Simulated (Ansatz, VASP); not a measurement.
AlNi: VASP beside Ansatz

```
Al Ni
1.0
     2.09538   -2.09532    0.00000
     2.16935    2.16930    0.00000
     0.00000    0.00000    2.86887
Al Ni
1 1
Direct
  0.00000 0.00000 0.00000
  0.50000 0.50000 0.50000
```

Change from the starting cell: normal strain along x +0.0367, normal strain along y +0.0733.

Alike in both runs: task single point; functional PBEsol; k mesh 16 × 16 × 16; occupations gaussian, width 0.15 eV; no spin polarisation.

|  | VASP | Ansatz |
| --- | --- | --- |
| version | VASP 6.6.1 | Ansatz 0.2.0 |
| potentials or method | VASP PAW PBE potentials, release 64 (Al, Ni), cutoff 520 eV | scalar-relativistic, plane waves, PAW |
| valence electrons in the cell | 13 | 21 |

VASP gave:

* gap on the k mesh at the Fermi level (eV): none
* pressure (GPa): -14.5
* traceless stress, the component that is largest in VASP (GPa): 2.21

Q: What did Ansatz give for the same quantities?

A: gap on the k mesh at the Fermi level (eV): none; pressure (GPa): -14.5; traceless stress, the component that is largest in VASP (GPa): 2.14.

VASP's potentials were made for PBE, not for PBEsol, and Ansatz warns of the same on its side. A gap of «none» marks a metal or a gap that the smearing closes. With one functional, cell and mesh, what is left measures potentials, basis and numerics. VASP's potentials hold 13 valence electrons a cell and Ansatz's 21, so a difference there can come from the potentials and not from the codes. Ansatz's warnings: near symmetry operations not taken.
